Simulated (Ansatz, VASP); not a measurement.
## Two plane-wave programs on TiO2

```
CELL_PARAMETERS angstrom
4.49644 0.00000 0.00000
0.00000 4.49644 0.00000
0.00000 0.00000 2.96765
ATOMIC_POSITIONS crystal
Ti 0.00000 0.00000 0.00000
Ti 0.50000 0.50000 0.50000
O 0.30500 0.30500 0.00000
O 0.69500 0.69500 0.00000
O 0.80500 0.19500 0.50000
O 0.19500 0.80500 0.50000
```

Alike in both runs: task relaxation of cell and atoms; functional PBEsol; k mesh 8 × 8 × 11; occupations fermi-dirac, width 0.05 eV; no spin polarisation.

```csv
,VASP,Ansatz
version,VASP 6.6.1,Ansatz 0.2.0
potentials or method,"VASP PAW PBE potentials, release 64 (Ti_sv, O)","PAW with Ansatz's default frozen-core files, scalar-relativistic"
plane-wave cutoff (eV),600,420
valence electrons in the cell,48,48
```

Ansatz gave:

* gap on the k mesh at the Fermi level, each at its own relaxed structure (eV): 1.87
* relaxed volume (Å³/atom): 10.32
* relaxed length of the cell vector where the two differ most in proportion (Å): 2.939

Question: Estimate VASP's values.

Answer: gap on the k mesh at the Fermi level, each at its own relaxed structure (eV): 1.83; relaxed volume (Å³/atom): 10.34; relaxed length of the cell vector where the two differ most in proportion (Å): 2.942.

VASP's potentials were made for PBE, not for PBEsol.
